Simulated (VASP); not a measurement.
Here is a VASP 6.6.1 calculation.

POSCAR

```
Ni
1.0
    0.0000000000     -1.7657500000     -1.7657500000
   -3.5315000000     -1.7657500000     -1.7657500000
    0.0000000000      1.7657500000     -1.7657500000
Ni
2
Direct
    0.0000000000      0.0000000000      0.0000000000
    0.0000000000      0.5000000000      0.5000000000
```

File INCAR.step1:

```
SYSTEM = Ni
PREC = Accurate
ENCUT = 520
ISMEAR = -1
SIGMA = 0.1
LREAL = .FALSE.
LASPH = .TRUE.
NELM = 60
NBANDS = 17
ISYM = 0
GGA = PE
ALGO = Normal
EDIFF = 1E-4
LWAVE = .TRUE.
LCHARG = .FALSE.
```

The input INCAR.step2:

```
SYSTEM = Ni
PREC = Accurate
ENCUT = 520
EDIFF = 1E-6
ISMEAR = -1
SIGMA = 0.1
LREAL = .FALSE.
LASPH = .TRUE.
NELM = 60
ALGO = Normal
ISIF = 2
LWAVE = .FALSE.
LCHARG = .FALSE.
METAGGA = R2SCAN
LMIXTAU = .TRUE.
NBANDS = 17
ISYM = 0
ISTART = 1
```

Contents of KPOINTS:

```
regular mesh
0
G
  13 8 11
  0 0 0
```

Potentials or basis: VASP PAW PBE potentials, release 64 (Ni).

Command:

```console
$ cat potpaw_PBE.64/Ni/POTCAR > POTCAR
$ cp INCAR.step1 INCAR
$ mpirun -np 1 vasp_std > vasp.out
$ cp INCAR.step2 INCAR
$ mpirun -np 1 vasp_std > vasp.out
```

Question: Predict the pressure.

Answer: -10.4 GPa.

Question: What does it give for the band gap on the k mesh?

Answer: Zero (bands 10 and 11 overlap by 0.76 eV).

Caveat: the cell stands under tension; the PAW data sets were made with another functional, which shifts forces and pressure a little; the run has no spin polarisation, though such a crystal can be magnetic. Spin polarisation is off, so any magnetic state and its effect on volume and gap are missing.
